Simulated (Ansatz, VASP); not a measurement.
Si: VASP beside Ansatz

```
CELL_PARAMETERS angstrom
4.01500 0.00000 0.00000
-2.00750 3.47709 0.00000
0.00000 0.00000 28.00000
ATOMIC_POSITIONS crystal
Si 0.33333 0.66667 0.51020
Si 0.66667 0.33333 0.48980
```

Alike in both runs: task single point; functional LDA; k mesh 15 × 15 × 1; occupations gaussian, width 0.1 eV; no spin polarisation.

```csv
,VASP,Ansatz
version,VASP 6.6.1,Ansatz 0.2.0
potentials or method,"VASP PAW LDA potentials, release 64 (Si), cutoff 520 eV","scalar-relativistic, plane waves, PAW"
valence electrons in the cell,8,8
```

Ansatz gave:

```
gap on the k mesh at the Fermi level (eV) : none
rms of the force components (eV/Å)        : 0.322
```

Question: What did VASP give for the same quantities?

Answer: gap on the k mesh at the Fermi level (eV): none; rms of the force components (eV/Å): 0.323.

Ansatz warns that its potentials were made for another functional, while VASP's fit it. LDA's correlation is that of Perdew and Zunger in VASP and of Perdew and Wang (1992) in Ansatz. Atom by atom the forces differ by 0.002 eV/Å (rms over components). A gap of «none» marks a metal or a gap that the smearing closes.
